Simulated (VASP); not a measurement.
# Au (P6_3/mmc) in VASP: a series of runs, part 2 of 3

VASP 6.6.1.

### 3 Density of states, PBEsol

This run uses another cell than the first one, of 17.77 Å³/atom, 0.943 times its volume.

POSCAR

```
Au
1.0
    2.8999984104      0.0000000000      0.0000000000
   -1.4499992052      2.5114722944      0.0000000000
    0.0000000000      0.0000000000      4.8800000000
Au
2
Direct
    0.3333333333      0.6666666667      0.7500000000
    0.6666666667      0.3333333333      0.2500000000
```

INCAR.step1

```
PREC = Accurate
ENCUT = 520
EDIFF = 1E-6
ISMEAR = -1
SIGMA = 0.03
LREAL = False
LASPH = True
NELM = 60
ALGO = Normal
ISIF = 2
LWAVE = False
LCHARG = True
LMAXMIX = 4
GGA = PS
NBANDS = 18
```

KPOINTS.step1

```
regular mesh
0
Gamma
  14 14 8
```

INCAR.step2

```
PREC = Accurate
ENCUT = 520
EDIFF = 1E-6
ISMEAR = -5
SIGMA = 0.03
LREAL = False
LASPH = True
NELM = 60
ALGO = Normal
ISIF = 2
LWAVE = False
LCHARG = False
LMAXMIX = 4
GGA = PS
LORBIT = 11
NBANDS = 18
NEDOS = 1001
ICHARG = 11
```

KPOINTS.step2

```
regular mesh
0
Gamma
  21 21 12
```

Potentials or basis: VASP PAW PBE potentials, release 64 (Au).

Started as:

```sh
$ cat potpaw_PBE.64/Au/POTCAR > POTCAR
$ cp INCAR.step1 INCAR
$ cp KPOINTS.step1 KPOINTS
$ mpirun -np 1 vasp_std > vasp.out
$ cp INCAR.step2 INCAR
$ cp KPOINTS.step2 KPOINTS
$ mpirun -np 1 vasp_std > vasp.out
```

OUTCAR:

```text
PREC = Accurate
   ENCUT = 520
   EDIFF = 1E-6
   ISMEAR = -5
   LREAL = False
   LASPH = True
   NELM = 60
   ISIF = 2
   GGA = PS
   LORBIT = 11
   ICHARG = 11

 ion  position               nearest neighbor table
   1  0.333  0.667  0.750-   2 2.96   2 2.96   2 2.96   2 2.96   2 2.96   2 2.96
   2  0.667  0.333  0.250-   1 2.96   1 2.96   1 2.96   1 2.96   1 2.96   1 2.96

  LATTYP: Found a hexagonal cell.
 ALAT       =     2.8999984104
 C/A-ratio  =     1.6827595431

  Lattice vectors:

 A1 = (   2.8999984104,   0.0000000000,   0.0000000000)
 A2 = (  -1.4499992052,   2.5114722944,   0.0000000000)
 A3 = (   0.0000000000,   0.0000000000,   4.8800000000)

Analysis of symmetry for initial positions (statically):
=====================================================================
 Subroutine PRICEL returns:
 Original cell was already a primitive cell.

 Routine SETGRP: Setting up the symmetry group for a
 hexagonal supercell.

 Subroutine GETGRP returns: Found 24 space group operations
 (whereof 12 operations were pure point group operations)
 out of a pool of 24 trial point group operations.

The static configuration has the point symmetry D_3d.
 The point group associated with its full space group is D_6h.

Analysis of symmetry for dynamics (positions and initial velocities):
=====================================================================
 Subroutine PRICEL returns:
 Original cell was already a primitive cell.

 Routine SETGRP: Setting up the symmetry group for a
 hexagonal supercell.

 Subroutine GETGRP returns: Found 24 space group operations
 (whereof 12 operations were pure point group operations)
 out of a pool of 24 trial point group operations.

The dynamic configuration has the point symmetry D_3d.
 The point group associated with its full space group is D_6h.

 Subroutine INISYM returns: Found 24 space group operations
 (whereof 12 operations are pure point group operations),
 and found     1 'primitive' translations

----------------------------------------------------------------------------------------

                                     Primitive cell

  volume of cell :      35.5423

  direct lattice vectors                    reciprocal lattice vectors
     2.899998410  0.000000000  0.000000000     0.344827775  0.199086409  0.000000000
    -1.449999205  2.511472294  0.000000000     0.000000000  0.398172818  0.000000000
     0.000000000  0.000000000  4.880000000     0.000000000  0.000000000  0.204918033

  length of vectors
     2.899998410  2.899998410  4.880000000     0.398172818  0.398172818  0.204918033

  position of ions in fractional coordinates (direct lattice)
     0.333333333  0.666666667  0.750000000
     0.666666667  0.333333333  0.250000000

  ion indices of the primitive-cell ions
   primitive index   ion index
                 1           1
                 2           2

----------------------------------------------------------------------------------------

 KPOINTS: regular mesh

Automatic generation of k-mesh.
 Grid dimensions read from file:
 generate k-points for:   21   21   12

 Generating k-lattice:

  Cartesian coordinates                     Fractional coordinates (reciprocal lattice)
     0.016420370  0.009480305  0.000000000     0.047619048  0.000000000  0.000000000
     0.000000000  0.018960610  0.000000000     0.000000000  0.047619048  0.000000000
     0.000000000  0.000000000  0.017076503     0.000000000  0.000000000  0.083333333

  Length of vectors
     0.018960610  0.018960610  0.017076503

  Shift w.r.t. Gamma in fractional coordinates (k-lattice)
     0.000000000  0.000000000  0.000000000

 TETIRR: Found   5376 inequivalent tetrahedra from    31752

 Subroutine IBZKPT returns following result:
 ===========================================

 Found    336 irreducible k-points:

 Following reciprocal coordinates:
            Coordinates               Weight
  0.000000  0.000000  0.000000      1.000000
  0.047619  0.000000  0.000000      6.000000
  0.095238  0.000000  0.000000      6.000000
  0.142857  0.000000  0.000000      6.000000
  0.190476  0.000000  0.000000      6.000000
  0.238095  0.000000  0.000000      6.000000
[... 16 lines left out ...]
  0.142857  0.095238  0.000000     12.000000
  0.190476  0.095238  0.000000     12.000000
 [... further k-points ...]
   k-points           NKPTS =    336   k-points in BZ     NKDIM =    336   number of bands    NBANDS=     18
   number of dos      NEDOS =   1001   number of ions     NIONS =      2
   total plane-waves  NPLWV =  20736
   dimension x,y,z NGX =    24 NGY =   24 NGZ =   36
   dimension x,y,z NGXF=    48 NGYF=   48 NGZF=   72
   ions per type =               2
   NGX,Y,Z   is equivalent  to a cutoff of  13.76, 13.76, 12.26 a.u.
   NGXF,Y,Z  is equivalent  to a cutoff of  27.52, 27.52, 24.53 a.u.
 SYSTEM =  unknown system
   PREC   = accura    normal or accurate (medium, high low for compatibility)
   ISTART =      0    job   : 0-new  1-cont  2-samecut
   ICHARG =     11    charge: 1-file 2-atom 10-const
   ISPIN  =      1    spin polarized calculation?
   LNONCOLLINEAR =      F non collinear calculations
   LSORBIT =      F    spin-orbit coupling
   LASPH  =      T    aspherical Exc in radial PAW
   ENCUT  =  520.0 eV  38.22 Ry    6.18 a.u.   5.39  5.39  9.07*2*pi/ulx,y,z
   NELM   =     60;   NELMIN=  2; NELMDL=  0     # of ELM steps
   EDIFF  = 0.1E-05   stopping-criterion for ELM
   LREAL  =      F    real-space projection
   EDIFFG = 0.1E-04   stopping-criterion for IOM
   NSW    =      0    number of steps for IOM
   IBRION =     -1    ionic relax: 0-MD 1-quasi-New 2-CG
   NFREE  =      0    steps in history (QN), initial steepest desc. (CG)
   ISIF   =      2    stress and relaxation
   ISYM   =      2    0-nonsym 1-usesym 2-fastsym
   POTIM  = 0.5000    time-step for ionic-motion
   TEBEG  =    0.0;   TEEND  =   0.0 temperature during run
   PSTRESS=    0.0 pullay stress
   NELECT =      22.0000    total number of electrons
   NUPDOWN=      -1.0000    fix difference up-down
   EMIN   =  10.00;   EMAX   =-10.00  energy-range for DOS
   EFERMI =   0.00;   METHOD = LEGACY
   ISMEAR =    -5;   SIGMA  =   0.03  broadening in eV -4-tet -1-fermi 0-gaus
   EFERMI_NEDOS =   21; number of points for ismear=-14 and -15
   IALGO  =     38    algorithm
   IMIX   =      4    mixing-type and parameters
     AMIX     =   0.40;   BMIX     =  1.00
     AMIX_MAG =   1.60;   BMIX_MAG =  1.00
  volume/ion in A,a.u.               =      17.77       119.93
  Fermi-wavevector in a.u.,A,eV,Ry     =   1.395191  2.636529 26.484537  1.946559
  Thomas-Fermi vector in A             =   2.518667
   LORBIT       =     11    0 simple, 1 ext, 2 COOP (PROOUT), +10 PAW based schemes
   GGA     = PS    functional components
   LHFCALC =     F    Hartree Fock is set to
   AEXX    =    0.0000 exact exchange contribution
   IVDW    =     0    specifies the selected vdW correction
   LEPSILON=     F    determine dielectric tensor
   LRPA    =     F    only Hartree local field effects (RPA)
 non-spin polarized calculation
 Fermi weights with tetrahedron method with Bloechl corrections
  energy-cutoff  :      520.00
  volume of cell :       35.54
 maximum number of plane-waves:       984
 NGX is ok and might be reduce to    24

 number of electron      22.0000001 magnetization

 Free energy of the ion-electron system (eV)
  ---------------------------------------------------
  ext. energy  EPLUGINS =         0.00000000
  ---------------------------------------------------
  free energy    TOTEN  =        -7.80266136 eV

  energy without entropy =       -7.80266136  energy(sigma->0) =       -7.80266136

 E-fermi :   8.5759     XC(G=0): -12.6368

 val. band max:        8.5528760874   @ k =   0.1429   0.1429   0.2500
 cond. band min:       8.5833989160   @ k =   0.1905   0.0952   0.2500
 fundamental gap:      0.0305228286
 Fermi energy:         8.5758902367

 k-point     1 :       0.0000    0.0000    0.0000
  band No.  band energies     occupation
      1      -0.8911      2.00000
      2       1.5403      2.00000
      3       3.9557      2.00000
      4       4.2328      2.00000
      5       4.2328      2.00000
      6       4.5213      2.00000
[... 10 lines left out ...]
     17      26.6713      0.00000
     18      26.6714      0.00000
[... 466 lines left out ...]
      2       2.6312      2.00000
      3       3.5251      2.00000
      4       3.6970      2.00000
      5       4.1066      2.00000
      6       4.4634      2.00000
[... 10 lines left out ...]
     17      25.0978      0.00000
     18      25.4063      0.00000

 [... further k-points ...]
[... 5 lines left out ...]
  --------------------------------------------------------------------------------------
  -------------------------------------------------------------------------------------
  Total       -1.5562331     -1.5562331     -1.5592753      0.0000000      0.0000000      0.0000000
  in kB      -70.1518730    -70.1518730    -70.2890049      0.0000000      0.0000000      0.0000000
  external PRESSURE =     -70.1975836 kB  Pullay stress =       0.0000000 kB

 VOLUME and BASIS-vectors are now :
 -----------------------------------------------------------------------------
  energy-cutoff  :      520.00
  volume of cell :       35.54
      direct lattice vectors                 reciprocal lattice vectors
     2.899998410  0.000000000  0.000000000     0.344827775  0.199086409  0.000000000
    -1.449999205  2.511472294  0.000000000     0.000000000  0.398172818  0.000000000
     0.000000000  0.000000000  4.880000000     0.000000000  0.000000000  0.204918033

 POSITION                                       TOTAL-FORCE (eV/Angst)
 -----------------------------------------------------------------------------------
     -0.00000      1.67431      3.66000         0.000000     -0.000000      0.000000
      1.45000      0.83716      1.22000        -0.000000      0.000000      0.000000
 -----------------------------------------------------------------------------------
    total drift:                               -0.000000      0.000000     -0.000000

  FREE ENERGIE OF THE ION-ELECTRON SYSTEM (eV)
  ---------------------------------------------------
  free  energy   TOTEN  =        -7.8026613606 eV

  energy  without entropy=       -7.8026613606  energy(sigma->0) =       -7.80266136

 total charge

# of ion       s       p       d       tot
------------------------------------------
    1        0.524   0.326   8.744   9.593
    2        0.524   0.326   8.744   9.593
--------------------------------------------------
tot          1.048   0.651  17.488  19.187
```

Wall time 75 s (1 thread of Intel Xeon Platinum 8375C at 2.90GHz (Ice Lake), shared host); peak memory 0.29 GiB.

What came out:

* Valence electrons inside the program's atomic spheres: Au 9.59

Caveat: the PAW data sets were made with another functional, which shifts forces and pressure a little; spin-orbit coupling is left out, which moves the levels of the heavy elements; tetrahedron occupations give inexact forces and stress in metals.

[end of part 2 of 3]
